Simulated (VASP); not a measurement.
# Be2H3: relaxation of cell and atoms with PBE

Be2H3:

```xyz
10
Lattice="4.7179 0.0000 0.0000 0.0000 4.7179 0.0000 0.0000 0.0000 3.1963" Properties=species:S:1:pos:R:3 pbc="T T T"
Be    1.1126    0.0000    1.5982
Be    3.6053    0.0000    1.5982
Be    0.0000    1.1126    1.5982
Be    0.0000    3.6053    1.5982
H     0.0000    2.3590    0.0000
H     2.3590    0.0000    0.0000
H     3.8376    2.3590    0.0000
H     0.8803    2.3590    0.0000
H     2.3590    3.8376    0.0000
H     2.3590    0.8803    0.0000
```

```
Program                : VASP 6.6.1
Task                   : relaxation of cell and atoms
Functional             : PBE
Potentials or basis    : VASP PAW PBE potentials, release 64 (Be, H)
Cutoff                 : 600 eV
k mesh                 : 4 × 4 × 6
Occupations            : gaussian, width 0.1 eV
Spin                   : no spin polarisation
Dipole correction      : no
Further INCAR settings : ALGO = Normal; EDIFF = 1e-07; IBRION = 2; EDIFFG = -0.04; NSW = 90; ISIF = 3
```

| Item | Value |
| --- | --- |
| Relaxed volume | 7.71 Å³/atom |
| Relaxed cell | a = 5.825 Å, b = 5.825 Å, c = 2.273 Å, α = 90.00°, β = 90.00°, γ = 90.00° |
| Space group after relaxing (to 0.05 Å) | P4/mmm (No. 123) |
| Energy gained by relaxing | 693.4 meV/atom |
| Ionic steps | 24 |
| Pressure after relaxing | 0.1 GPa |
| Largest force after relaxing | 0.018 eV/Å |
| Band gap on the k mesh | zero (band 7 reaches 3.71 eV, above the bottom of band 8 at 0.94 eV) |

Forces in eV/Å, atoms in the order of the input:
```
Be  -0.018  0.000  0.000
Be   0.018  0.000  0.000
Be   0.000 -0.018  0.000
Be   0.000  0.018  0.000
H    0.000  0.000  0.000
H    0.000  0.000  0.000
H   -0.014  0.000  0.000
H    0.014  0.000  0.000
H    0.000 -0.014  0.000
H    0.000  0.014  0.000
```

Stress tensor (GPa, compression positive):
```
 0.18  0.00  0.00
 0.00  0.18  0.00
 0.00  0.00 -0.12
```

The path:
```
step  energy change (eV)  largest force (eV/Å)  pressure (GPa)  volume (Å³)
   1              0.0000                9.2711           28.21        71.15
   2             -5.0810                3.6040            1.47        84.50
   3             -6.0866                0.3781            1.18        79.70
   4             -6.0896                0.3622            0.98        79.96
   5             -6.2149                0.1911           -0.86        80.57
   6             -6.3107                0.3624           -3.04        81.37
   7             -6.3313                0.5076           -4.00        81.72
   8             -6.4286                0.5221           -3.90        80.88
   9             -6.6258                0.6046           -2.43        78.17
  10             -6.5217                0.6759            0.59        71.93
  11             -3.0360                2.2501           36.70        56.02
  12             -6.5352                0.6964            0.91        71.65
  13             -6.7703                0.3595            2.67        70.76
  14             -6.5126                0.4556           12.37        67.43
  15             -6.6961                0.3731            7.51        68.99
  16             -6.8027                0.2647            4.98        69.92
  17             -6.8177                0.2156            3.71        70.35
  18             -6.8178                0.1907            3.99        70.25
  19             -6.8830                0.1485            2.63        72.76
  20             -6.9152                0.2065            0.04        78.14
  21             -6.9227                0.1785            0.78        76.42
  22             -6.9325                0.0622            0.02        77.04
  23             -6.9329                0.0832           -0.20        77.23
  24             -6.9341                0.0183            0.08        77.14
```

Final structure:
```xyz
10
Lattice="5.8254 0.0000 0.0000 0.0000 5.8254 0.0000 0.0000 0.0000 2.2733" Properties=species:S:1:pos:R:3 pbc="T T T"
Be    1.5770    0.0000    1.1366
Be    4.2484    0.0000    1.1366
Be    0.0000    1.5770    1.1366
Be    0.0000    4.2484    1.1366
H     0.0000    2.9127    0.0000
H     2.9127    0.0000    0.0000
H     4.7645    2.9127    0.0000
H     1.0609    2.9127    0.0000
H     2.9127    4.7645    0.0000
H     2.9127    1.0609    0.0000
```

Levels at points of the mesh, in eV from the Fermi level:
```
           k point  band 4  band 5  band 6  band 7  band 8  band 9  band 10  band 11
(0.00, 0.00, 0.00)   -5.88   -5.88   -2.36   -2.36   -1.42    0.47     4.04     4.04
(0.50, 0.00, 0.00)   -5.58   -5.48   -4.05   -0.73    0.37    1.12     2.77     3.32
(0.50, 0.50, 0.00)   -6.66   -3.64   -2.26   -2.26    0.43    0.62     2.75     3.18
(0.00, 0.00, 0.50)   -1.34   -1.34   -0.08    0.11    0.15    0.15     0.30     2.14
(0.50, 0.00, 0.50)   -1.08   -0.95   -0.84   -0.81   -0.56    0.21     2.63     2.85
(0.50, 0.50, 0.50)   -1.76   -0.70   -0.70   -0.48    0.11    1.72     1.82     3.24
```

Wall time 6.6 min on 1 thread of Intel(R) Xeon(R) Platinum 8259CL CPU @ 2.50GHz (Skylake/Cascade Lake) (shared host), peak memory 0.21 GiB.
